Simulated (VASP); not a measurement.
# W8C8NO in VASP: further runs

Runs on W8C8NO. Level: PBE+D3(BJ). Tasks: single point.

All numbers are computed with VASP 6.6.1; they aren't measurements. Logs are shortened: lines on timing, memory, paths and dates and some standing lists are left out, and cuts for length are marked.

### 1 The cell of the first run

The cell holds a slab with vacuum, 18 atoms: a = 5.714 Å, b = 5.604 Å, c = 16.123 Å, α = 90.00°, β = 90.00°, γ = 90.00°.

### 2 Single point, PBE+D3(BJ)

INCAR

```
SYSTEM = W8C8NO
PREC = Accurate
ENCUT = 520
EDIFF = 1E-7
ISMEAR = 0
SIGMA = 0.05
LREAL = Auto
LASPH = .True.
NELM = 100
ALGO = Normal
ISIF = 2
LWAVE = .False.
LCHARG = .False.
GGA = PE
IVDW = 12
NBANDS = 92
```

KPOINTS

```
Automatic mesh
0
Gamma
  4 5 1
  0 0 0
```

POSCAR

```
W8C8NO
1.0
    5.7136600000      0.0000000000      0.0000000000
    0.0000000000      5.6044600000      0.0000000000
    0.0000000000      0.0000000000     16.1234790000
W C N O
8 8 1 1
Direct
    0.0000000000      0.0000000000      0.0620213541
    0.2547867742      0.0049330355      0.2163028835
    0.0000000000      0.5000000000      0.0620213541
    0.2554178933      0.4941898060      0.2164374078
    0.5000000000      0.0000000000      0.0620213541
    0.7472852777      0.0046104353      0.2152113077
    0.5000000000      0.5000000000      0.0620213541
    0.7468368786      0.4948813980      0.2155643332
    0.5008771961      0.2493772817      0.1535716950
    0.4968547306      0.2486248452      0.2928881540
    0.4991179034      0.7499250597      0.1611566586
    0.2849942069      0.7508791213      0.3174288874
    1.0017346149      0.2499300557      0.1647155059
    0.5684955003      0.2368438708      0.3718092107
    1.0004743019      0.7499143539      0.1636453274
    0.7196271742      0.7494161793      0.3163584609
    0.5023181288      0.7484449885      0.3323066939
    0.6371861469      0.2220092569      0.4392720082
```

Potentials or basis: VASP PAW PBE potentials, release 64 (W_sv, C, N, O).

Launch:

```console
$ cat potpaw_PBE.64/W_sv/POTCAR potpaw_PBE.64/C/POTCAR potpaw_PBE.64/N/POTCAR potpaw_PBE.64/O/POTCAR > POTCAR
$ mpirun -np 1 vasp_std > vasp.out
```

OUTCAR:

```text
SYSTEM = W8C8NO
   PREC = Accurate
   ENCUT = 520
   EDIFF = 1E-7
   ISMEAR = 0
   LREAL = Auto
   LASPH = .True.
   NELM = 100
   ISIF = 2
   GGA = PE
   IVDW = 12
 IVDW          = 12

 ion  position               nearest neighbor table
   1  0.000  0.000  0.062-  15 2.16  13 2.17   3 2.80   3 2.80   5 2.86   5 2.86   6 2.86   2 2.88

   2  0.255  0.005  0.216-  13 2.16  12 2.17  11 2.19  15 2.21   9 2.21  10 2.30   4 2.74   6 2.81
                             5 2.86   4 2.86   1 2.88   6 2.90
   3  0.000  0.500  0.062-  15 2.16  13 2.17   1 2.80   1 2.80   7 2.86   7 2.86   8 2.87   4 2.89
[... 9 lines left out ...]
   8  0.747  0.495  0.216-  13 2.16  16 2.17  11 2.19  15 2.20   9 2.21  10 2.35   6 2.75   4 2.81
                             7 2.85   6 2.86   3 2.87   4 2.91
   9  0.501  0.249  0.154-   5 2.03   7 2.04   6 2.20   8 2.21   4 2.21   2 2.21
  10  0.497  0.249  0.293-  14 1.34   2 2.30   4 2.31   6 2.34   8 2.35
  11  0.499  0.750  0.161-   7 2.13   5 2.13   2 2.19   4 2.19   6 2.19   8 2.19
  12  0.285  0.751  0.317-  17 1.26   2 2.17   4 2.18
  13  0.002  0.250  0.165-   6 2.16   2 2.16   4 2.16   8 2.16   1 2.17   3 2.17
  14  0.568  0.237  0.372-  18 1.16  10 1.34
  15  0.000  0.750  0.164-   3 2.16   1 2.16   6 2.20   8 2.20   2 2.21   4 2.21
  16  0.720  0.749  0.316-  17 1.27   8 2.17   6 2.17
  17  0.502  0.748  0.332-  12 1.26  16 1.27
  18  0.637  0.222  0.439-  14 1.16

  LATTYP: Found a simple orthorhombic cell.
 ALAT       =     5.6044600000
 B/A-ratio  =     1.0194844820
 C/A-ratio  =     2.8769014321

  Lattice vectors:

 A1 = (   0.0000000000,  -5.6044600000,   0.0000000000)
 A2 = (   5.7136600000,   0.0000000000,   0.0000000000)
 A3 = (   0.0000000000,   0.0000000000,  16.1234790000)

Analysis of symmetry for initial positions (statically):
=====================================================================
 Subroutine PRICEL returns:
 Original cell was already a primitive cell.

 Routine SETGRP: Setting up the symmetry group for a
 simple orthorhombic supercell.

 Subroutine GETGRP returns: Found  1 space group operations
 (whereof  1 operations were pure point group operations)
 out of a pool of  8 trial point group operations.

The static configuration has the point symmetry C_1 .

Analysis of symmetry for dynamics (positions and initial velocities):
=====================================================================
 Subroutine PRICEL returns:
 Original cell was already a primitive cell.

 Routine SETGRP: Setting up the symmetry group for a
 simple orthorhombic supercell.

 Subroutine GETGRP returns: Found  1 space group operations
 (whereof  1 operations were pure point group operations)
 out of a pool of  8 trial point group operations.

[... 127 lines left out ...]
   TEBEG  =    0.0;   TEEND  =   0.0 temperature during run
   PSTRESS=    0.0 pullay stress
   NELECT =     155.0000    total number of electrons
   NUPDOWN=      -1.0000    fix difference up-down
   EMIN   =  10.00;   EMAX   =-10.00  energy-range for DOS
   EFERMI =   0.00;   METHOD = LEGACY
   ISMEAR =     0;   SIGMA  =   0.05  broadening in eV -4-tet -1-fermi 0-gaus
   EFERMI_NEDOS =   21; number of points for ismear=-14 and -15
   IALGO  =     38    algorithm
   IMIX   =      4    mixing-type and parameters
     AMIX     =   0.40;   BMIX     =  1.00
     AMIX_MAG =   1.60;   BMIX_MAG =  1.00
  volume/ion in A,a.u.               =      28.68       193.57
  Fermi-wavevector in a.u.,A,eV,Ry     =   1.096183  2.071486 16.348996  1.201617
  Thomas-Fermi vector in A             =   2.232520
   LORBIT       =      0    0 simple, 1 ext, 2 COOP (PROOUT), +10 PAW based schemes
   GGA     = PE    functional components
   LHFCALC =     F    Hartree Fock is set to
   AEXX    =    0.0000 exact exchange contribution
   IVDW    =    12    specifies the selected vdW correction
   LEPSILON=     F    determine dielectric tensor
   LRPA    =     F    only Hartree local field effects (RPA)
 non-spin polarized calculation
 Gauss-broadening in eV      SIGMA  =   0.05
  energy-cutoff  :      520.00
  volume of cell :      516.31
 maximum number of plane-waves:     13955
   NGX = 21   NGY = 21   NGZ = 59

 number of electron     155.0000006 magnetization

 Free energy of the ion-electron system (eV)
  ---------------------------------------------------
  ext. energy  EPLUGINS =         0.00000000
  ---------------------------------------------------
  free energy    TOTEN  =      -175.64485282 eV

  energy without entropy =     -175.62910461  energy(sigma->0) =     -175.63697872

 E-fermi :   0.7963     XC(G=0):  -6.2086

 val. band max:        0.7962360649   @ k =   0.2500   0.4000   0.0000
 cond. band min:       0.7976851597   @ k =  -0.2500   0.4000   0.0000
 fundamental gap:      0.0014490948
 Fermi energy:         0.7963469336

 k-point     1 :       0.0000    0.0000    0.0000
  band No.  band energies     occupation
      1     -73.7842      2.00000
      2     -73.7348      2.00000
      3     -73.7313      2.00000
      4     -73.6836      2.00000
      5     -73.5657      2.00000
      6     -73.5212      2.00000
[... 1001 lines left out ...]
     88       1.9102      0.00000
     89       2.0352      0.00000
 [bands above 89 left out]

------------------------ aborting loop because EDIFF is reached ----------------------------------------

 Edisp (eV)   -4.53521

 E8    (eV) :    -2.1142

  FORCE on cell =-STRESS in cart. coord.  units (eV):
  Direction    XX          YY          ZZ          XY          YZ          ZX
  --------------------------------------------------------------------------------------
  -------------------------------------------------------------------------------------
  Total     -15.84825    -1.96525     2.34895    -0.00857     0.29694    -0.38571
  in kB     -49.17960    -6.09847     7.28915    -0.02660     0.92144    -1.19691
  external pressure =      -16.00 kB  Pullay stress =        0.00 kB

 VOLUME and BASIS-vectors are now :
 -----------------------------------------------------------------------------
  energy-cutoff  :      520.00
  volume of cell :      516.31
      direct lattice vectors                 reciprocal lattice vectors
     5.713660000  0.000000000  0.000000000     0.175019165  0.000000000  0.000000000
     0.000000000  5.604460000  0.000000000     0.000000000  0.178429322  0.000000000
     0.000000000  0.000000000 16.123479000     0.000000000  0.000000000  0.062021354

 POSITION                                       TOTAL-FORCE (eV/Angst)
 -----------------------------------------------------------------------------------
      0.00000      0.00000      1.00000         0.056749     -0.329080      0.490058
      1.45577      0.02765      3.48755         0.031858      0.023536      0.037880
      0.00000      2.80223      1.00000         0.060025      0.310346      0.543718
      1.45937      2.76967      3.48972        -0.013147      0.027341      0.060665
      2.85683      0.00000      1.00000        -0.012761     -0.751341     -0.750929
      4.26973      0.02584      3.46996         0.009279     -0.019096      0.070202
[... 10 lines left out ...]
      2.87007      4.19463      5.35794         0.044021     -0.000196     -0.082390
      3.64067      1.24424      7.08259         0.210046      0.021446      0.858716
 -----------------------------------------------------------------------------------
    total drift:                               -0.009602     -0.006933     -0.004283

  FREE ENERGIE OF THE ION-ELECTRON SYSTEM (eV)
  ---------------------------------------------------
  free  energy   TOTEN  =      -180.1800643711 eV

  energy  without entropy=     -180.1643161603  energy(sigma->0) =     -180.17219027
```

stdout:

```text
POSCAR found type information on POSCAR W C N O
 POSCAR found :  4 types and      18 ions
 scaLAPACK will be used
 LDA part: xc-table for (Slater+PW92), standard interpolation
 POSCAR, INCAR and KPOINTS ok, starting setup
 FFT: planning ... GRIDC
 FFT: planning ... GRID_SOFT
 FFT: planning ... GRID
 WAVECAR not read
 entering main loop
```

It took 21 min on 1 thread of Intel Xeon Platinum 8375C at 2.90GHz (Ice Lake), shared host; peak memory 0.67 GiB.

What came out:

```
Free energy                : -180.1801 eV
Largest force              : 1.062 eV/Å
Band gap on the k mesh     : zero (an odd number of electrons rules out a gap without spin polarisation)
Dispersion energy per atom : -0.252 eV
```

Forces in eV/Å, atoms in the order of the input:
```
W    0.057 -0.329  0.490
W    0.032  0.024  0.038
W    0.060  0.310  0.544
W   -0.013  0.027  0.061
W   -0.013 -0.751 -0.751
W    0.009 -0.019  0.070
W   -0.025  0.708 -0.699
W    0.046 -0.008  0.004
C   -0.012  0.055  0.010
C    0.054  0.042 -0.019
C    0.025 -0.019 -0.037
C   -0.020 -0.072  0.118
C   -0.024  0.019 -0.022
C   -0.393  0.093 -0.716
C    0.014 -0.045 -0.020
C   -0.051 -0.057  0.154
N    0.044  0.000 -0.082
O    0.210  0.021  0.859
```

Levels at points of the mesh, in eV from the Fermi level:
| k point | band 74 | band 75 | band 76 | band 77 | band 78 | band 79 | band 80 | band 81 |
| --- | --- | --- | --- | --- | --- | --- | --- | --- |
| (0.00, 0.00, 0.00) | -0.62 | -0.23 | -0.13 | 0.20 | 0.27 | 0.39 | 0.61 | 0.66 |
| (0.50, 0.00, 0.00) | -0.98 | -0.54 | -0.43 | -0.18 | -0.06 | -0.03 | -0.01 | 1.02 |

Caveat: there is no dipole correction, which matters where the two faces differ; spin-orbit coupling is left out, which moves the levels of the heavy elements; an odd number of electrons without spin polarisation forces a metal; a magnetic or distorted state may lie lower.

### 3 Single point, PBE+D3(BJ)

INCAR

```
ALGO = Normal
EDIFF = 1E-7
ENCUT = 520
GGA = PE
ISIF = 2
ISMEAR = 0
IVDW = 12
LASPH = T
LCHARG = F
LREAL = Auto
LWAVE = F
NBANDS = 92
NELM = 80
PREC = Accurate
SIGMA = 0.05
```

KPOINTS

```
k-points
0
Gamma
  4 5 1
```

POSCAR

```
W8C8NO
1.0
    5.7136600000      0.0000000000      0.0000000000
    0.0000000000      5.6044600000      0.0000000000
    0.0000000000      0.0000000000     16.1234790000
W C N O
8 8 1 1
Direct
    0.0000000000      0.0000000000      0.0620213541
    0.2617593627     -0.0044075611      0.2133710101
    0.0000000000      0.5000000000      0.0620213541
    0.2614574546      0.5029164273      0.2132636511
    0.5000000000      0.0000000000      0.0620213541
    0.7596010263      0.0002134015      0.2142964307
    0.5000000000      0.5000000000      0.0620213541
    0.7554231438      0.4928337431      0.2237840853
    0.5062646360      0.2487099560      0.1625757071
    0.0527642527      0.2506989077      0.2689783638
    0.5171860069      0.7494081499      0.1600058523
    0.2840032484      0.7515799916      0.3173263661
    1.0034631042      0.2523820315      0.1610858922
    0.7263550859      0.3399176727      0.3388829421
    1.0083170857      0.7488967715      0.1611534955
    0.7214569995      0.7780155448      0.3184972672
    0.5008969732      0.7757143418      0.3300186021
    0.7339167889      0.2812042552      0.4077171558
```

Potentials or basis: VASP PAW PBE potentials, release 64 (W_sv, C, N, O).

Launch:

```console
$ cat potpaw_PBE.64/W_sv/POTCAR potpaw_PBE.64/C/POTCAR potpaw_PBE.64/N/POTCAR potpaw_PBE.64/O/POTCAR > POTCAR
$ mpirun -np 1 vasp_std > vasp.out
```

Run time: 44 min. Hardware: 1 thread of Intel Xeon 8259CL, shared host; peak memory 0.68 GiB.

Results (log left out):

| Item | Value |
| --- | --- |
| Free energy | -179.1284 eV |
| Largest force | 1.895 eV/Å |
| Band gap on the k mesh | zero (an odd number of electrons rules out a gap without spin polarisation) |
| Dispersion energy per atom | -0.256 eV |

Forces in eV/Å, atoms in the order of the input:
```
W    0.235 -0.175  0.495
W    0.144 -0.079 -0.189
W    0.396  0.252  0.275
W    0.135  0.092 -0.211
W    0.410 -0.112 -0.253
W    0.083  0.011  0.074
W    0.460 -0.042  0.270
W    0.006 -0.083  0.192
C    0.066 -0.011  0.046
C   -1.667 -0.019 -0.901
C    0.161  0.005 -0.039
C   -0.069 -0.013 -0.056
C    0.030  0.021 -0.006
C   -0.384  0.321 -0.598
C    0.056 -0.008 -0.054
C    0.113  0.036  0.168
N    0.020  0.052 -0.088
O   -0.196 -0.247  0.874
```

Levels at points of the mesh, in eV from the Fermi level:
| k point | band 73 | band 74 | band 75 | band 76 | band 77 | band 78 | band 79 | band 80 | band 81 | band 82 |
| --- | --- | --- | --- | --- | --- | --- | --- | --- | --- | --- |
| (0.00, 0.00, 0.00) | -0.79 | -0.67 | -0.53 | -0.22 | 0.12 | 0.39 | 0.60 | 0.91 | 1.13 | 1.18 |
| (0.50, 0.00, 0.00) | -1.17 | -1.13 | -0.74 | -0.25 | -0.22 | -0.09 | -0.08 | 0.26 | 0.67 | 1.02 |

Caveat: there is no dipole correction, which matters where the two faces differ; spin-orbit coupling is left out, which moves the levels of the heavy elements; an odd number of electrons without spin polarisation forces a metal; a magnetic or distorted state may lie lower.
